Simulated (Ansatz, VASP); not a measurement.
**One calculation of CuI, two programs**

Contents of INCAR:

```
PREC = Accurate ; ENCUT = 600
EDIFF = 1E-6 ; ISMEAR = 0
SIGMA = 0.02 ; LREAL = F
LASPH = T ; NELM = 120
ALGO = Normal ; ISIF = 2
LWAVE = F ; LCHARG = F
NBANDS = 16 ; GGA_COMPAT = F
```

Contents of KPOINTS:

```
regular mesh
0
Gamma
  8 8 8
```

POSCAR

```
CuI
1.0
    0.0000000000      2.9308022151      2.9308022151
    2.9308022151      0.0000000000      2.9308022151
    2.9308022151      2.9308022151      0.0000000000
Cu I
1 1
Direct
    0.0000000000      0.0000000000      0.0000000000
    0.2500000000      0.2500000000      0.2500000000
```

Input for Ansatz:

```yaml
crystal:
  lattice:
    - [0.0, 2.9308022151, 2.9308022151]
    - [2.9308022151, 0.0, 2.9308022151]
    - [2.9308022151, 2.9308022151, 0.0]
  atoms:
    - { symbol: Cu, position: [0.0, 0.0, 0.0] }
    - { symbol: I, position: [0.25, 0.25, 0.25] }
basis:
  ecutwfc: 420
kpoints:
  mp_grid: { grid: [8, 8, 8] }
  band_path:
    path:
      - [[0.0, 0.0, 0.0], [-0.5, -0.5, 0.0], [-0.375, -0.375, 0.25]]
      - [[-0.375, 0.0, 0.375], [0.0, 0.0, 0.0], [0.0, 0.0, 0.5], [-0.5, -0.25, 0.25], [-0.5, -0.5, 0.0]]
    npoints: 10
hamiltonian:
  xc: lda
  pseudopotentials: { kind: paw, azcp: { folder: soft_1 } }
scf:
  occupations: { method: gaussian, width: 0.02 }
  n_extra_bands: 7
output:
  forces: true
  stress: true
  eigenvalues: true
```

Alike in both runs: task single point; functional LDA; k mesh 8 × 8 × 8; occupations gaussian, width 0.02 eV; no spin polarisation.

|  | VASP | Ansatz |
| --- | --- | --- |
| version | VASP 6.6.1 | Ansatz 0.2.0 |
| potentials or method | VASP PAW LDA potentials, release 64 (Cu, I), cutoff 600 eV | scalar-relativistic, plane waves, PAW |
| valence electrons in the cell | 18 | 36 |

Ansatz gave:

* gap on the k mesh at the Fermi level (eV): 1.22
* least direct gap on the mesh (eV): 1.22
* pressure (GPa): 0.0

Question: Estimate VASP's values.

Answer: gap on the k mesh at the Fermi level (eV): 1.29; least direct gap on the mesh (eV): 1.29; pressure (GPa): 0.2.

Ansatz warns that its potentials were made for another functional, while VASP's fit it. LDA's correlation is that of Perdew and Zunger in VASP and of Perdew and Wang (1992) in Ansatz. VASP's potentials hold 18 valence electrons a cell and Ansatz's 36, so a difference there can come from the potentials and not from the codes.

Spin-orbit coupling is off throughout.
